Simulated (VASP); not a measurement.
Set up this calculation in VASP 6.6.1, as the native input.

```
Task                   : single point
Functional             : PBEsol
Potentials or basis    : VASP PAW PBE potentials, release 64 (Co)
Cutoff                 : 520 eV
k mesh                 : 10 × 10 × 10
Occupations            : gaussian, width 0.1 eV
Spin                   : collinear spin, ferromagnetic start
Starting moments       : [1.94] μB
Dipole correction      : no
Further INCAR settings : ALGO = Normal; EDIFF = 1e-06; NBANDS = 14
```

The structure of Co lies in POSCAR:

```
Co
1.0
    0.0000000000      1.7367745623      1.7367745623
    1.7367745623      0.0000000000      1.7367745623
    1.7367745623      1.7367745623      0.0000000000
Co
1
Direct
    0.0000000000      0.0000000000      0.0000000000
```

One way to write it, as run:

INCAR

```
SYSTEM = Co
ALGO     = Normal         ! electronic algorithm
EDIFF    = 1E-6           ! SCF threshold, eV
ENCUT    = 520            ! plane-wave cutoff, eV
GGA      = PS             ! functional
ISIF     = 2              ! what is computed and relaxed
ISMEAR   = 0              ! smearing method
ISPIN    = 2              ! spin polarisation
LASPH    = .True.         ! aspherical terms in the spheres
LCHARG   = .False.        ! write CHGCAR
LMAXMIX  = 4              ! l up to which the mixer works
LORBIT   = 11             ! projections on sites
LREAL    = .False.        ! projectors in reciprocal space
LWAVE    = .False.        ! write WAVECAR
MAGMOM   = 1.94           ! initial moments
NBANDS   = 14             ! bands
NELM     = 150            ! most SCF steps
PREC     = Accurate       ! precision mode
SIGMA    = 0.1            ! smearing width, eV
```

KPOINTS

```
k-points
0
Gamma
  10 10 10
  0 0 0
```

Potentials or basis: VASP PAW PBE potentials, release 64 (Co).

The run is started by

```bash
$ cat potpaw_PBE.64/Co/POTCAR > POTCAR
$ mpirun -np 1 vasp_std > vasp.out
```

It gave:

* Pressure: -1.1 GPa
* Net moment: 1.67 μB per cell
* Site moments: Co +1.67 μB
* Valence electrons inside the program's atomic spheres: Co 8.34

Caveat: the PAW data sets were made with another functional, which shifts forces and pressure a little.

It took 9.3 s on 1 thread of Intel(R) Xeon(R) Platinum 8488C (Sapphire Rapids), on a shared host, peak memory 0.13 GiB.
